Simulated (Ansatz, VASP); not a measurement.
## SiC: VASP beside Ansatz

The input INCAR:

```
PREC = Accurate
ENCUT = 520
EDIFF = 1E-7
ISMEAR = -1
SIGMA = 0.1
LREAL = False
LASPH = True
NELM = 60
ALGO = Normal
ISIF = 2
LWAVE = False
LCHARG = False
GGA = PE
NBANDS = 16
```

The input KPOINTS:

```
Automatic mesh
0
Gamma
  13 13 7
```

Contents of POSCAR:

```
SiC
1.0
    3.0919171297      0.0000000000      0.0000000000
   -1.5459585649      2.6776787808      0.0000000000
    0.0000000000      0.0000000000      5.0742868344
Si C
2 2
Direct
    0.3333333333      0.6666666667      0.0000821098
    0.6666666667      0.3333333333      0.5000821098
    0.3333333333      0.6666666667      0.3759178902
    0.6666666667      0.3333333333      0.8759178902
```

Input for Ansatz:

```yaml
crystal:
  lattice:
    - [3.0919171297, 0.0, 0.0]
    - [-1.5459585649, 2.6776787808, 0.0]
    - [0.0, 0.0, 5.0742868344]
  atoms:
    - { symbol: Si, position: [0.3333333333, 0.6666666667, 8.21098e-05] }
    - { symbol: Si, position: [0.6666666667, 0.3333333333, 0.5000821098] }
    - { symbol: C, position: [0.3333333333, 0.6666666667, 0.3759178902] }
    - { symbol: C, position: [0.6666666667, 0.3333333333, 0.8759178902] }
kpoints:
  mp_grid: { grid: [13, 13, 7] }
  band_path:
    path:
      - [0.0, 0.0, 0.0]
      - [0.5, 0.0, 0.0]
      - [0.3333333333, 0.3333333333, 0.0]
      - [0.0, 0.0, 0.0]
      - [0.0, 0.0, 0.5]
      - [0.5, 0.0, 0.5]
      - [0.3333333333, 0.3333333333, 0.5]
      - [0.0, 0.0, 0.5]
      - [0.5, 0.0, 0.5]
    npoints: 14
scf:
  occupations: { method: fermi_dirac, width: 0.1 }
hamiltonian:
  xc: pbe
  pseudopotentials: { kind: all_electron, lapw: { basis_error: 0.001 } }
output:
  forces: true
  stress: true
  eigenvalues: true
  populations: true
  dos: { projected: true, de: 0.2, e_range: [-14, 8] }
```

Alike in both runs: task single point; functional PBE; k mesh 13 × 13 × 7; occupations fermi-dirac, width 0.1 eV; no spin polarisation.

|  | VASP | Ansatz |
| --- | --- | --- |
| version | VASP 6.6.1 | Ansatz 0.2.0 |
| potentials or method | VASP PAW PBE potentials, release 64 (Si, C), cutoff 520 eV | all-electron LAPW, scalar-relativistic |

|  | VASP | Ansatz | Ansatz less VASP |
| --- | --- | --- | --- |
| pressure (GPa) | 0.0 | 0.0 | +0.07 |

Ansatz ran all-electron here, and VASP with PAW potentials.
